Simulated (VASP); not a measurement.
A run of VASP 6.6.1:

File POSCAR:

```
Ag
1.0
    2.9036756623      0.0000000000      0.0000000000
   -1.4518378312      2.5146568879      0.0000000000
    0.0000000000      0.0000000000      4.7475395272
Ag
2
Direct
    0.3333333333      0.6666666667      0.2500000000
    0.6666666667      0.3333333333      0.7500000000
```

Contents of INCAR.step1:

```
SYSTEM = Ag
PREC = Accurate ; ENCUT = 520
ISMEAR = 0 ; SIGMA = 0.1
LREAL = .False. ; LASPH = .True.
NELM = 60 ; NBANDS = 18
GGA = PE ; ALGO = Normal
EDIFF = 1E-4 ; LWAVE = .True.
LCHARG = .False.
```

The input INCAR.step2:

```
SYSTEM = Ag
PREC = Accurate ; ENCUT = 520
EDIFF = 1E-6 ; ISMEAR = 0
SIGMA = 0.1 ; LREAL = .False.
LASPH = .True. ; NELM = 60
ALGO = Normal ; ISIF = 2
LWAVE = .False. ; LCHARG = .False.
METAGGA = R2SCAN ; LMIXTAU = .True.
NBANDS = 18 ; ISTART = 1
```

The input KPOINTS:

```
Automatic mesh
0
Gamma
  18 18 10
  0 0 0
```

Potentials or basis: VASP PAW PBE potentials, release 64 (Ag).

Run with:

```console
$ cat potpaw_PBE.64/Ag/POTCAR > POTCAR
$ cp INCAR.step1 INCAR
$ mpirun -np 1 vasp_std > vasp.out
$ cp INCAR.step2 INCAR
$ mpirun -np 1 vasp_std > vasp.out
```

Hardware: 1 thread of Intel Xeon 8259CL, with other jobs on the host.

Problem. Estimate the wall time of this run.

Solution. Run time: 5.6 min on 1 thread of Intel Xeon 8259CL, with other jobs on the host, peak memory 0.25 GiB. Counts: k points 222.
